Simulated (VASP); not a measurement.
# Ni (Fm-3m) in VASP: notebook

Ni is run at these levels: PBE+D3(BJ); tasks: single point.

Everything below comes from runs of VASP 6.6.1. Logs are shortened: lines on timing, memory, paths and dates and some standing lists are left out, and cuts for length are marked.

## (1) The cell of the first run

The structure is cubic, space group Fm-3m (No. 225). The conventional cell has a = 3.452 Å, b = 3.452 Å, c = 3.452 Å, α = 90.00°, β = 90.00°, γ = 90.00°. Ni (site symmetry m-3m) has 12 Ni at 2.44 Å within 3.2 Å.

## (2) Single point, PBE+D3(BJ), collinear spin, ferromagnetic start

File INCAR:

```
PREC     = Accurate       # precision mode
ENCUT    = 520            # plane-wave cutoff, eV
EDIFF    = 1E-6           # SCF threshold, eV
ISMEAR   = -1             # smearing method
SIGMA    = 0.1            # smearing width, eV
LREAL    = False          # projectors in reciprocal space
LASPH    = True           # aspherical terms in the spheres
NELM     = 150            # most SCF steps
ALGO     = Normal         # electronic algorithm
ISIF     = 2              # what is computed and relaxed
LWAVE    = False          # write WAVECAR
LCHARG   = False          # write CHGCAR
ISPIN    = 2              # spin polarisation
MAGMOM   = 1.5            # initial moments
LORBIT   = 11             # projections on sites
LMAXMIX  = 4              # l up to which the mixer works
GGA      = PE             # functional
IVDW     = 12             # dispersion correction
NBANDS   = 15             # bands
```

File KPOINTS:

```
Automatic mesh
0
Gamma
  14 14 14
```

File POSCAR:

```
Ni
1.0
    0.0000000000      1.7259719484      1.7259719484
    1.7259719484      0.0000000000      1.7259719484
    1.7259719484      1.7259719484      0.0000000000
Ni
1
Direct
    0.0000000000      0.0000000000      0.0000000000
```

Potentials or basis: VASP PAW PBE potentials, release 64 (Ni).

Run with:

```sh
$ cat potpaw_PBE.64/Ni/POTCAR > POTCAR
$ mpirun -np 1 vasp_std > vasp.out
```

OUTCAR:

```text
PREC = Accurate
   ENCUT = 520
   EDIFF = 1E-6
   ISMEAR = -1
   LREAL = False
   LASPH = True
   NELM = 150
   ISIF = 2
   ISPIN = 2
   LORBIT = 11
   GGA = PE
   IVDW = 12
 IVDW          = 12

 ion  position               nearest neighbor table
   1  0.000  0.000  0.000-

  LATTYP: Found a face centered cubic cell.
 ALAT       =     3.4519438968

  Lattice vectors:

 A1 = (   0.0000000000,   1.7259719484,   1.7259719484)
 A2 = (   1.7259719484,   0.0000000000,   1.7259719484)
 A3 = (   1.7259719484,   1.7259719484,   0.0000000000)

Analysis of symmetry for initial positions (statically):
=====================================================================
 Subroutine PRICEL returns:
 Original cell was already a primitive cell.

 Routine SETGRP: Setting up the symmetry group for a
 face centered cubic supercell.

 Subroutine GETGRP returns: Found 48 space group operations
 (whereof 48 operations were pure point group operations)
 out of a pool of 48 trial point group operations.

The static configuration has the point symmetry O_h .

Analysis of symmetry for dynamics (positions and initial velocities):
=====================================================================
 Subroutine PRICEL returns:
 Original cell was already a primitive cell.

 Routine SETGRP: Setting up the symmetry group for a
 face centered cubic supercell.

 Subroutine GETGRP returns: Found 48 space group operations
 (whereof 48 operations were pure point group operations)
 out of a pool of 48 trial point group operations.

The dynamic configuration has the point symmetry O_h .

Analysis of structural, dynamic, and magnetic symmetry:
=====================================================================
 Subroutine PRICEL returns:
 Original cell was already a primitive cell.

 Routine SETGRP: Setting up the symmetry group for a
 face centered cubic supercell.

 Subroutine GETGRP returns: Found 48 space group operations
 (whereof 48 operations were pure point group operations)
 out of a pool of 48 trial point group operations.

The overall configuration has the point symmetry O_h .

 Subroutine INISYM returns: Found 48 space group operations
 (whereof 48 operations are pure point group operations),
 and found     1 'primitive' translations

----------------------------------------------------------------------------------------

                                     Primitive cell

  volume of cell :      10.2833

  direct lattice vectors                    reciprocal lattice vectors
     0.000000000  1.725971948  1.725971948    -0.289691846  0.289691846  0.289691846
     1.725971948  0.000000000  1.725971948     0.289691846 -0.289691846  0.289691846
     1.725971948  1.725971948  0.000000000     0.289691846  0.289691846 -0.289691846

  length of vectors
     2.440892938  2.440892938  2.440892938     0.501760996  0.501760996  0.501760996

[... 124 lines left out ...]

  energy without entropy =       -5.42017229  energy(sigma->0) =       -5.44681820

 E-fermi :  10.1788     XC(G=0): -13.5913

 val. band max:       10.1714050051   @ k =   0.3571   0.2143   0.0000
 cond. band min:      10.1805102022   @ k =  -0.4286   0.2857   0.1429
 fundamental gap:      0.0091051972
 Fermi energy:        10.1788384237

 spin component 1

 k-point     1 :       0.0000    0.0000    0.0000
  band No.  band energies     occupation
      1       0.7898      1.00000
      2       7.6603      1.00000
      3       7.6603      1.00000
      4       7.6603      1.00000
      5       8.9156      1.00000
      6       8.9156      1.00000
      7      34.3992      0.00000
      8      38.7059      0.00000
      9      38.7059      0.00000
     10      38.7059      0.00000
     11      41.8614      0.00000
     12      41.8614      0.00000
     13      41.8614      0.00000
     14      44.6585      0.00000
[... 403 lines left out ...]
      4       8.1986      1.00000
      5       8.8783      1.00000
      6       9.2792      0.99988
      7      26.3424      0.00000
      8      32.0674      0.00000
      9      32.5617      0.00000
     10      35.5660      0.00000
     11      40.9741      0.00000
     12      44.7483      0.00000
     13      46.7877      0.00000
     14      49.0779      0.00000
     15      53.9241      0.00000

 [... further k-points ...]

 spin component 2

 k-point     1 :       0.0000    0.0000    0.0000
  band No.  band energies     occupation
      1       0.7574      1.00000
      2       8.3370      1.00000
      3       8.3370      1.00000
      4       8.3370      1.00000
      5       9.4603      0.99924
      6       9.4603      0.99924
      7      34.2516      0.00000
      8      38.6835      0.00000
      9      38.6835      0.00000
     10      38.6835      0.00000
     11      41.9544      0.00000
     12      41.9544      0.00000
     13      41.9544      0.00000
     14      44.5433      0.00000
[... 403 lines left out ...]
      4       8.8506      1.00000
      5       9.4930      0.99895
      6       9.8793      0.95234
      7      26.4548      0.00000
      8      32.1449      0.00000
      9      32.5293      0.00000
     10      35.6194      0.00000
     11      41.0943      0.00000
     12      44.7183      0.00000
     13      46.7621      0.00000
     14      49.0920      0.00000
     15      54.0130      0.00000

 [... further k-points ...]

------------------------ aborting loop because EDIFF is reached ----------------------------------------

 Edisp (eV)   -0.49037

 E8    (eV) :    -0.2121

  FORCE on cell =-STRESS in cart. coord.  units (eV):
  Direction    XX          YY          ZZ          XY          YZ          ZX
  --------------------------------------------------------------------------------------
  -------------------------------------------------------------------------------------
  Total       0.33860     0.33860     0.33860    -0.00000     0.00000     0.00000
  in kB      52.75522    52.75522    52.75522    -0.00000     0.00000     0.00000
  external pressure =       52.76 kB  Pullay stress =        0.00 kB

 VOLUME and BASIS-vectors are now :
 -----------------------------------------------------------------------------
  energy-cutoff  :      520.00
  volume of cell :       10.28
      direct lattice vectors                 reciprocal lattice vectors
     0.000000000  1.725971948  1.725971948    -0.289691846  0.289691846  0.289691846
     1.725971948  0.000000000  1.725971948     0.289691846 -0.289691846  0.289691846
     1.725971948  1.725971948  0.000000000     0.289691846  0.289691846 -0.289691846

 POSITION                                       TOTAL-FORCE (eV/Angst)
 -----------------------------------------------------------------------------------
      0.00000      0.00000      0.00000         0.000000      0.000000      0.000000
 -----------------------------------------------------------------------------------
    total drift:                               -0.000000     -0.000000      0.000000

  FREE ENERGIE OF THE ION-ELECTRON SYSTEM (eV)
  ---------------------------------------------------
  free  energy   TOTEN  =        -5.9638351734 eV

  energy  without entropy=       -5.9105433589  energy(sigma->0) =       -5.93718927

 total charge

# of ion       s       p       d       tot
------------------------------------------
    1        0.522   0.550   8.345   9.417

 magnetization (x)

# of ion       s       p       d       tot
------------------------------------------
    1       -0.007  -0.025   0.606   0.574
```

OSZICAR:

```text
N       E                     dE             d eps       ncg     rms          rms(c)
DAV:   1     0.330060763893E+02    0.33006E+02   -0.41393E+03  6599   0.865E+02
DAV:   2    -0.504070304255E+01   -0.38047E+02   -0.35207E+02  7101   0.164E+02
DAV:   3    -0.642075123791E+01   -0.13800E+01   -0.13705E+01  7738   0.307E+01
DAV:   4    -0.642841638126E+01   -0.76651E-02   -0.76641E-02  7621   0.219E+00
DAV:   5    -0.642849279664E+01   -0.76415E-04   -0.76413E-04  7821   0.195E-01    0.109E+01
DAV:   6    -0.576317891268E+01    0.66531E+00   -0.11957E+01  9029   0.394E+01    0.556E+00
DAV:   7    -0.549189337901E+01    0.27129E+00   -0.19802E+00  8087   0.142E+01    0.204E+00
DAV:   8    -0.547646677518E+01    0.15427E-01   -0.21389E-02  8033   0.952E-01    0.965E-01
DAV:   9    -0.547405495713E+01    0.24118E-02   -0.15308E-03 10074   0.229E-01    0.301E-01
DAV:  10    -0.547345948588E+01    0.59547E-03   -0.82704E-04  9393   0.158E-01    0.375E-02
DAV:  11    -0.547346349034E+01   -0.40045E-05   -0.15053E-05  8389   0.254E-02    0.227E-02
DAV:  12    -0.547346410772E+01   -0.61738E-06   -0.21133E-06  6802   0.112E-02
   1 F= -.59638352E+01 E0= -.59371893E+01  d E =-.532918E-01  mag=     0.5666
```

stdout:

```text
POSCAR found type information on POSCAR Ni
 POSCAR found :  1 types and       1 ions
 scaLAPACK will be used
 LDA part: xc-table for (Slater+PW92), standard interpolation
 POSCAR, INCAR and KPOINTS ok, starting setup
 FFT: planning ... GRIDC
 FFT: planning ... GRID_SOFT
 FFT: planning ... GRID
 WAVECAR not read
 entering main loop
```

It took 16 s on 1 thread of Intel Xeon Platinum 8559C (Emerald Rapids), shared host; peak memory 0.14 GiB.

Results:

- Free energy: -5.9638 eV
- Pressure: 5.3 GPa
- Net moment: 0.57 μB per cell
- Site moments: Ni +0.57 μB
- Valence electrons inside the program's atomic spheres: Ni 9.42
- Dispersion energy per atom: -0.490 eV

Caveat: three body term missing; pairwise dispersion overbinds metals, which lowers pressure and volume.

## (3) Single point, PBE+D3(BJ), collinear spin, ferromagnetic start

This run uses another cell than the first one, of 10.50 Å³/atom, 1.021 times its volume.

File INCAR:

```
PREC = Accurate
ENCUT = 520
EDIFF = 1E-6
ISMEAR = -1
SIGMA = 0.1
LREAL = False
LASPH = True
NELM = 150
ALGO = Normal
ISIF = 2
LWAVE = False
LCHARG = False
ISPIN = 2
MAGMOM = 1.5
LORBIT = 11
LMAXMIX = 4
GGA = PE
IVDW = 12
NBANDS = 15
```

KPOINTS is that of step 2.

File POSCAR:

```
Ni
1.0
    0.0000000000      1.7381270809      1.7381270809
    1.7381270809      0.0000000000      1.7381270809
    1.7381270809      1.7381270809      0.0000000000
Ni
1
Direct
    0.0000000000      0.0000000000      0.0000000000
```

Potentials or basis: VASP PAW PBE potentials, release 64 (Ni).

Run with:

```sh
$ cat potpaw_PBE.64/Ni/POTCAR > POTCAR
$ mpirun -np 1 vasp_std > vasp.out
```

OUTCAR:

```text
PREC = Accurate
   ENCUT = 520
   EDIFF = 1E-6
   ISMEAR = -1
   LREAL = False
   LASPH = True
   NELM = 150
   ISIF = 2
   ISPIN = 2
   LORBIT = 11
   GGA = PE
   IVDW = 12
 IVDW          = 12

 ion  position               nearest neighbor table
   1  0.000  0.000  0.000-

  LATTYP: Found a face centered cubic cell.
 ALAT       =     3.4762541618

  Lattice vectors:

 A1 = (   0.0000000000,   1.7381270809,   1.7381270809)
 A2 = (   1.7381270809,   0.0000000000,   1.7381270809)
 A3 = (   1.7381270809,   1.7381270809,   0.0000000000)

Analysis of symmetry for initial positions (statically):
=====================================================================
 Subroutine PRICEL returns:
 Original cell was already a primitive cell.

 Routine SETGRP: Setting up the symmetry group for a
 face centered cubic supercell.

 Subroutine GETGRP returns: Found 48 space group operations
 (whereof 48 operations were pure point group operations)
 out of a pool of 48 trial point group operations.

The static configuration has the point symmetry O_h .

Analysis of symmetry for dynamics (positions and initial velocities):
=====================================================================
 Subroutine PRICEL returns:
 Original cell was already a primitive cell.

 Routine SETGRP: Setting up the symmetry group for a
 face centered cubic supercell.

 Subroutine GETGRP returns: Found 48 space group operations
 (whereof 48 operations were pure point group operations)
 out of a pool of 48 trial point group operations.

The dynamic configuration has the point symmetry O_h .

Analysis of structural, dynamic, and magnetic symmetry:
=====================================================================
 Subroutine PRICEL returns:
 Original cell was already a primitive cell.

 Routine SETGRP: Setting up the symmetry group for a
 face centered cubic supercell.

 Subroutine GETGRP returns: Found 48 space group operations
 (whereof 48 operations were pure point group operations)
 out of a pool of 48 trial point group operations.

The overall configuration has the point symmetry O_h .

 Subroutine INISYM returns: Found 48 space group operations
[... 163 lines left out ...]
      9      38.0479      0.00000
     10      38.0479      0.00000
     11      41.1198      0.00000
     12      41.1198      0.00000
     13      41.1198      0.00000
     14      43.9807      0.00000
[... 403 lines left out ...]
      4       7.9215      1.00000
      5       8.5809      1.00000
      6       8.9693      0.99987
      7      25.7964      0.00000
      8      31.4415      0.00000
      9      32.0264      0.00000
     10      34.9068      0.00000
     11      40.1713      0.00000
     12      44.0457      0.00000
     13      46.0591      0.00000
     14      48.2935      0.00000
     15      52.9934      0.00000

 [... further k-points ...]

 spin component 2

 k-point     1 :       0.0000    0.0000    0.0000
  band No.  band energies     occupation
      1       0.5939      1.00000
      2       8.0861      1.00000
      3       8.0861      1.00000
      4       8.0861      1.00000
      5       9.1714      0.99905
      6       9.1714      0.99905
      7      33.7566      0.00000
      8      38.0273      0.00000
      9      38.0273      0.00000
     10      38.0273      0.00000
     11      41.2119      0.00000
     12      41.2119      0.00000
     13      41.2119      0.00000
     14      43.8620      0.00000
[... 403 lines left out ...]
      4       8.5837      1.00000
      5       9.2055      0.99866
      6       9.5787      0.94699
      7      25.9079      0.00000
      8      31.5186      0.00000
      9      31.9914      0.00000
     10      34.9618      0.00000
     11      40.2888      0.00000
     12      44.0125      0.00000
     13      46.0322      0.00000
     14      48.3038      0.00000
     15      53.0823      0.00000

 [... further k-points ...]

------------------------ aborting loop because EDIFF is reached ----------------------------------------

 Edisp (eV)   -0.47986

 E8    (eV) :    -0.2075

  FORCE on cell =-STRESS in cart. coord.  units (eV):
  Direction    XX          YY          ZZ          XY          YZ          ZX
  --------------------------------------------------------------------------------------
  -------------------------------------------------------------------------------------
  Total       0.03135     0.03135     0.03135     0.00000     0.00000    -0.00000
  in kB       4.78257     4.78257     4.78257     0.00000     0.00000    -0.00000
  external pressure =        4.78 kB  Pullay stress =        0.00 kB

 VOLUME and BASIS-vectors are now :
 -----------------------------------------------------------------------------
  energy-cutoff  :      520.00
  volume of cell :       10.50
      direct lattice vectors                 reciprocal lattice vectors
     0.000000000  1.738127081  1.738127081    -0.287665963  0.287665963  0.287665963
     1.738127081  0.000000000  1.738127081     0.287665963 -0.287665963  0.287665963
     1.738127081  1.738127081  0.000000000     0.287665963  0.287665963 -0.287665963

 POSITION                                       TOTAL-FORCE (eV/Angst)
 -----------------------------------------------------------------------------------
      0.00000      0.00000      0.00000         0.000000      0.000000      0.000000
 -----------------------------------------------------------------------------------
    total drift:                                0.000000     -0.000000      0.000000

  FREE ENERGIE OF THE ION-ELECTRON SYSTEM (eV)
  ---------------------------------------------------
  free  energy   TOTEN  =        -5.9675554081 eV

  energy  without entropy=       -5.9130703062  energy(sigma->0) =       -5.94031286

 total charge

# of ion       s       p       d       tot
------------------------------------------
    1        0.512   0.530   8.333   9.375

 magnetization (x)

# of ion       s       p       d       tot
------------------------------------------
    1       -0.007  -0.025   0.617   0.585
```

OSZICAR:

```text
N       E                     dE             d eps       ncg     rms          rms(c)
DAV:   1     0.333726472919E+02    0.33373E+02   -0.42279E+03  6612   0.869E+02
DAV:   2    -0.503195164775E+01   -0.38405E+02   -0.35624E+02  7017   0.164E+02
DAV:   3    -0.644029079380E+01   -0.14083E+01   -0.14002E+01  7619   0.307E+01
DAV:   4    -0.644833080877E+01   -0.80400E-02   -0.80379E-02  7690   0.220E+00
DAV:   5    -0.644841635599E+01   -0.85547E-04   -0.85547E-04  7747   0.205E-01    0.107E+01
DAV:   6    -0.579986158076E+01    0.64855E+00   -0.12421E+01  8998   0.399E+01    0.574E+00
DAV:   7    -0.550531441910E+01    0.29455E+00   -0.21431E+00  8154   0.146E+01    0.196E+00
DAV:   8    -0.549086744269E+01    0.14447E-01   -0.21624E-02  7857   0.946E-01    0.962E-01
DAV:   9    -0.548831601675E+01    0.25514E-02   -0.16481E-03 10083   0.239E-01    0.300E-01
DAV:  10    -0.548768817037E+01    0.62785E-03   -0.86970E-04  9457   0.165E-01    0.365E-02
DAV:  11    -0.548769009549E+01   -0.19251E-05   -0.15680E-05  8239   0.259E-02    0.230E-02
DAV:  12    -0.548769093936E+01   -0.84387E-06   -0.27560E-06  7190   0.117E-02
   1 F= -.59675554E+01 E0= -.59403129E+01  d E =-.544851E-01  mag=     0.5761
```

Wall time 16 s (1 thread of Intel Xeon Platinum 8559C (Emerald Rapids), shared host); peak memory 0.15 GiB.

Results:

- Free energy: -5.9676 eV
- Pressure: 0.5 GPa
- Net moment: 0.58 μB per cell
- Site moments: Ni +0.58 μB
- Valence electrons inside the program's atomic spheres: Ni 9.38
- Dispersion energy per atom: -0.480 eV

Caveat: three body term missing; pairwise dispersion overbinds metals, which lowers pressure and volume.

[end of part 1 of 2]
